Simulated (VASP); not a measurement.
Au:

```
CELL_PARAMETERS angstrom
0.00000 2.04848 2.04848
2.04848 0.00000 2.04848
2.04848 2.04848 0.00000
ATOMIC_POSITIONS crystal
Au 0.00000 0.00000 0.00000
```

Base run:

* Program: VASP 6.6.1
* Functional: revPBE
* Dispersion: D3(BJ)
* Potentials or basis: VASP PAW PBE potentials, release 64 (Au)
* Cutoff: 520 eV
* k mesh: 11 × 11 × 11
* Occupations: fermi-dirac, width 0.05 eV
* Spin: no spin polarisation

Its results: pressure -2.6 GPa.

Q: After a change of settings the same cell gave: pressure -8.0 GPa. Which change was it?
A. functional from revPBE to RPBE; dispersion from D3(BJ) to none
B. functional from revPBE to PBEsol
C. functional from revPBE to PBE; dispersion from D3(BJ) to D4
D. functional from revPBE to SVWN5; dispersion from D3(BJ) to none

A: B.

PBEsol binds more tightly than revPBE, so the same cell stands under less pressure.

Caveats: the PAW data sets were made with another functional, which shifts forces and pressure a little; pairwise dispersion overbinds metals, which lowers pressure and volume.
